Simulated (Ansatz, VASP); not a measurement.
# KI in VASP and in Ansatz

```xyz
2
Lattice="4.2909 0.0000 0.0000 0.0000 4.2909 0.0000 0.0000 0.0000 4.2909" Properties=species:S:1:pos:R:3 pbc="T T T"
K     0.0000    0.0000    0.0000
I     2.1455    2.1455    2.1455
```

Alike in both runs: task single point; functional HSE06; k mesh 4 × 4 × 4; no spin polarisation.

|  | VASP | Ansatz |
| --- | --- | --- |
| version | VASP 6.6.1 | Ansatz 0.2.0 |
| potentials or method | VASP PAW PBE potentials, release 64 (K_sv, I) | plane waves, PAW |
| plane-wave cutoff (eV) | 520 | 420 |
| occupations | gaussian, width 0.01 eV | fixed |
| valence electrons in the cell | 16 | 26 |

```csv
,VASP,Ansatz,Ansatz less VASP
gap on the k mesh at the Fermi level (eV),4.30,4.31,+0.012
pressure (GPa),0.3,0.3,0.00
```

VASP's potentials hold 16 valence electrons a cell and Ansatz's 26, so a difference there can come from the potentials and not from the codes. Ansatz's warnings: stress exchange threshold loose, stress scf threshold loose.

Spin-orbit coupling is off throughout.
